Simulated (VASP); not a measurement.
Here is a VASP 6.6.1 calculation.

File POSCAR:

```
ZnSe
1.0
    0.0000000000      2.8893788162      2.8893788162
    2.8893788162      0.0000000000      2.8893788162
    2.8893788162      2.8893788162      0.0000000000
Se Zn
1 1
Direct
    0.7500000000      0.7500000000      0.7500000000
    0.0000000000      0.0000000000      0.0000000000
```

File INCAR.step1:

```
SYSTEM = ZnSe
ALGO     = Normal         ! electronic algorithm
EDIFF    = 1E-5           ! SCF threshold, eV
ENCUT    = 520            ! plane-wave cutoff, eV
GGA      = PE             ! functional
ISIF     = 2              ! what is computed and relaxed
ISMEAR   = -1             ! smearing method
LASPH    = .True.         ! aspherical terms in the spheres
LREAL    = .False.        ! projectors in reciprocal space
LWAVE    = .True.         ! write WAVECAR
NBANDS   = 16             ! bands
NELM     = 80             ! most SCF steps
PREC     = Accurate       ! precision mode
SIGMA    = 0.05           ! smearing width, eV
```

The input INCAR.step2:

```
SYSTEM = ZnSe
AEXX     = 0.1            ! exact-exchange fraction
ALGO     = Normal         ! electronic algorithm
EDIFF    = 1E-6           ! SCF threshold, eV
ENCUT    = 520            ! plane-wave cutoff, eV
ISIF     = 2              ! what is computed and relaxed
ISMEAR   = -1             ! smearing method
ISTART   = 1            
LASPH    = .True.         ! aspherical terms in the spheres
LCHARG   = .True.         ! write CHGCAR
LELF     = .True.         ! ELF
LHFCALC  = .True.         ! exact exchange
LMIXTAU  = .True.       
LREAL    = .False.        ! projectors in reciprocal space
LVHAR    = .True.       
LWAVE    = .False.        ! write WAVECAR
METAGGA  = R2SCAN         ! meta-GGA
NBANDS   = 16             ! bands
NELM     = 80             ! most SCF steps
PREC     = Accurate       ! precision mode
PRECFOCK = Normal       
SIGMA    = 0.05           ! smearing width, eV
```

Contents of KPOINTS:

```
k-points
0
Gamma
  4 4 4
  0 0 0
```

Potentials or basis: VASP PAW PBE potentials, release 64 (Se, Zn).

The run is started by

```console
$ cat potpaw_PBE.64/Se/POTCAR potpaw_PBE.64/Zn/POTCAR > POTCAR
$ cp INCAR.step1 INCAR
$ mpirun -np 1 vasp_std > vasp.out
$ cp INCAR.step2 INCAR
$ mpirun -np 1 vasp_std > vasp.out
```

Question: Estimate the pressure.

Answer: -3.3 GPa.

Question: What does it give for the band gap on the k mesh?

Answer: 2.24 eV.

Caveat: the k points lie up to 0.47 Å⁻¹ apart; the PAW data sets were made with another functional, which shifts forces and pressure a little.
